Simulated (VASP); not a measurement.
The system is InAs.

```xyz
2
Lattice="3.4121 0.0000 0.0000 -1.7061 2.9550 0.0000 0.0000 0.0000 5.5677" Properties=species:S:1:pos:R:3 pbc="T T T"
In    0.0000    0.0000    0.0000
As    0.0000    0.0000    2.7838
```

| Item | Value |
| --- | --- |
| Program | VASP 6.6.1 |
| Task | relaxation of cell and atoms |
| Functional | PBE |
| Potentials or basis | VASP PAW PBE potentials, release 64 (In_d, As) |
| Cutoff | 500 eV |
| k mesh | 6 × 6 × 4 |
| Occupations | gaussian, width 0.1 eV |
| Spin | no spin polarisation |

At the start: pressure -5.5 GPa; volume 28.07 Å³/atom.

Task: How do energy, volume and symmetry change on relaxing?

Result: Over 6 steps the energy falls by 155.2 meV/atom and the volume is 23.27 Å³/atom (-17.1 %); space group P6/mmm (No. 191, to 0.05 Å).

Step by step:
```tsv
step	energy change (eV)	largest force (eV/Å)	pressure (GPa)	volume (Å³)
1	0.0000	0.0000	-5.50	56.14
2	-0.2965	0.0000	-2.16	48.57
3	-0.3076	0.0000	-0.85	47.30
4	-0.3078	0.0000	-0.62	47.09
5	-0.3099	0.0000	0.45	46.30
6	-0.3104	0.0000	0.12	46.53
```

Final structure:
```cif
data_structure
_symmetry_space_group_name_H-M 'P 1'
_symmetry_Int_Tables_number 1
_cell_length_a 3.1155
_cell_length_b 3.1155
_cell_length_c 5.5359
_cell_angle_alpha 90.000
_cell_angle_beta 90.000
_cell_angle_gamma 120.000
_cell_volume 46.53
loop_
_atom_site_label
_atom_site_type_symbol
_atom_site_fract_x
_atom_site_fract_y
_atom_site_fract_z
_atom_site_occupancy
In1 In 0.00000 0.00000 0.00000 1
As1 As 0.00000 0.00000 0.50000 1
```

Caveat: the volume moved by over 15 % at a fixed basis, so the end points are rough.
